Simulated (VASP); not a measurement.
The system is Mo.

```
Mo
1.0
    -1.57318    1.57318    1.57318
     1.57318   -1.57318    1.57318
     1.57318    1.57318   -1.57318
Mo
1
Direct
  0.00000 0.00000 0.00000
```

Base run:

* Program: VASP 6.6.1
* Functional: PBE
* Potentials or basis: VASP PAW PBE potentials, release 64 (Mo_sv)
* Cutoff: 520 eV
* k mesh: 12 × 12 × 12
* Occupations: fermi-dirac, width 0.05 eV
* Spin: no spin polarisation

Its results: band gap on the k mesh zero (band 7 reaches 16.66 eV, above the bottom of band 8 at 11.28 eV); pressure 4.1 GPa.

**Question.** The run is repeated on the same cell with these changes: functional from PBE to PBEsol. What comes out?

**Answer.** Band gap on the k mesh zero (band 7 reaches 16.56 eV, above the bottom of band 8 at 11.15 eV); pressure -4.0 GPa.

PBEsol binds more tightly than PBE, so the same cell stands under less pressure.

Caveats: the PAW data sets were made with another functional, which shifts forces and pressure a little (some runs).
